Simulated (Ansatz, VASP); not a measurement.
## Sr2Al2O: VASP beside Ansatz

INCAR

```
SYSTEM = Sr2Al2O
PREC     = Accurate       ! precision mode
ENCUT    = 600            ! plane-wave cutoff, eV
EDIFF    = 1E-6           ! SCF threshold, eV
ISMEAR   = 0              ! smearing method
SIGMA    = 0.1            ! smearing width, eV
LREAL    = .False.        ! projectors in reciprocal space
LASPH    = .True.         ! aspherical terms in the spheres
NELM     = 200            ! most SCF steps
ALGO     = Normal         ! electronic algorithm
ISIF     = 2              ! what is computed and relaxed
LWAVE    = .False.        ! write WAVECAR
LCHARG   = .False.        ! write CHGCAR
ISPIN    = 2              ! spin polarisation
MAGMOM   = 0 0 0 0 1      ! initial moments
LORBIT   = 11             ! projections on sites
GGA      = PE             ! functional
NBANDS   = 28             ! bands
GGA_COMPAT= .False.
```

KPOINTS

```
Automatic mesh
0
Gamma
  6 6 6
  0 0 0
```

The input POSCAR:

```
Sr2Al2O
1.0
    2.1178432386      1.2227373639      7.7482779668
   -2.1178432386      1.2227373639      7.7482779668
    0.0000000000     -2.4454747279      7.7482779668
Sr Al O
2 2 1
Direct
    0.6071515989      0.6071515989      0.6071515989
    0.3928484011      0.3928484011      0.3928484011
    0.1689222646      0.1689222646      0.1689222646
    0.8310777354      0.8310777354      0.8310777354
    0.0000000000      0.0000000000      0.0000000000
```

Input for Ansatz:

```yaml
crystal:
  lattice:
    - [2.1178432386, 1.2227373639, 7.7482779668]
    - [-2.1178432386, 1.2227373639, 7.7482779668]
    - [0.0, -2.4454747279, 7.7482779668]
  atoms:
    - { symbol: Sr, position: [0.6071515989, 0.6071515989, 0.6071515989] }
    - { symbol: Sr, position: [0.3928484011, 0.3928484011, 0.3928484011] }
    - { symbol: Al, position: [0.1689222646, 0.1689222646, 0.1689222646] }
    - { symbol: Al, position: [0.8310777354, 0.8310777354, 0.8310777354] }
    - { symbol: O, position: [0.0, 0.0, 0.0], spin: 1.0 }
basis:
  ecutwfc: 420
kpoints:
  mp_grid: { grid: [6, 6, 6] }
hamiltonian:
  xc: pbe
scf:
  occupations: { method: gaussian, width: 0.1 }
  lower_state_search: "off"
output:
  forces: true
  stress: true
  eigenvalues: true
  populations: true
magnetization:
  spin_polarized: true
```

Alike in both runs: task single point; functional PBE; k mesh 6 × 6 × 6; occupations gaussian, width 0.1 eV; collinear spin.

```csv
,VASP,Ansatz
version,VASP 6.6.1,Ansatz 0.2.0
potentials or method,"VASP PAW PBE potentials, release 64 (Sr_sv, Al, O), cutoff 600 eV","scalar-relativistic, plane waves, PAW"
valence electrons in the cell,32,32
```

```csv
,VASP,Ansatz,Ansatz less VASP
gap on the k mesh at the Fermi level (eV),none,none,-
pressure (GPa),0.3,0.2,-0.07
"traceless stress, the component that is largest in VASP (GPa)",0.40,0.40,-0.004
rms of the force components (eV/Å),0.029,0.025,-0.0043
net moment per atom (μB),0.00,0.00,0.000
```

Atom by atom the forces differ by 0.004 eV/Å (rms over components). A gap of «none» marks a metal or a gap that the smearing closes. Ansatz's warnings: seeded moment not kept.
